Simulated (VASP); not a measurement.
Set up this calculation in VASP 6.6.1, as the native input.

* Task: single point
* Functional: PBE
* Dispersion: D4
* Potentials or basis: VASP PAW PBE potentials, release 64 (Hg, Se)
* Cutoff: 500 eV
* k mesh: 8 × 8 × 8
* Occupations: fermi-dirac, width 0.05 eV
* Spin: no spin polarisation
* Dipole correction: no
* Further INCAR settings: ALGO = Normal; EDIFF = 1e-06; NBANDS = 16

The structure of HgSe lies in POSCAR:

```
HgSe
1.0
    0.0000000000      3.0865343780      3.0865343780
    3.0865343780      0.0000000000      3.0865343780
    3.0865343780      3.0865343780      0.0000000000
Hg Se
1 1
Direct
    0.0000000000      0.0000000000      0.0000000000
    0.7500000000      0.7500000000      0.7500000000
```

The input as run:

INCAR

```
SYSTEM = HgSe
PREC     = Accurate       ! precision mode
ENCUT    = 500            ! plane-wave cutoff, eV
EDIFF    = 1E-6           ! SCF threshold, eV
ISMEAR   = -1             ! smearing method
SIGMA    = 0.05           ! smearing width, eV
LREAL    = .False.        ! projectors in reciprocal space
LASPH    = .True.         ! aspherical terms in the spheres
NELM     = 120            ! most SCF steps
ALGO     = Normal         ! electronic algorithm
ISIF     = 2              ! what is computed and relaxed
LWAVE    = .False.        ! write WAVECAR
LCHARG   = .True.         ! write CHGCAR
GGA      = PE             ! functional
IVDW     = 13             ! dispersion correction
LELF     = .True.         ! ELF
LVHAR    = .True.       
NBANDS   = 16             ! bands
GGA_COMPAT= .False.
```

KPOINTS

```
Automatic mesh
0
Gamma
  8 8 8
  0 0 0
```

Potentials or basis: VASP PAW PBE potentials, release 64 (Hg, Se).

Command:

```console
$ cat potpaw_PBE.64/Hg/POTCAR potpaw_PBE.64/Se/POTCAR > POTCAR
$ mpirun -np 1 vasp_std > vasp.out
```

Results of the run:

```json
{
  "Pressure": "0.2 GPa",
  "Band gap on the k mesh": "zero (filled and empty bands touch)",
  "Dispersion energy per atom": "-0.331 eV"
}
```

Caveat: spin-orbit coupling is left out, which moves the levels of the heavy elements; pairwise dispersion overbinds metals, which lowers pressure and volume.

Wall time 26 s on 1 thread of Intel(R) Xeon(R) Platinum 8375C CPU @ 2.90GHz (Ice Lake), with other jobs on the host, peak memory 0.19 GiB.
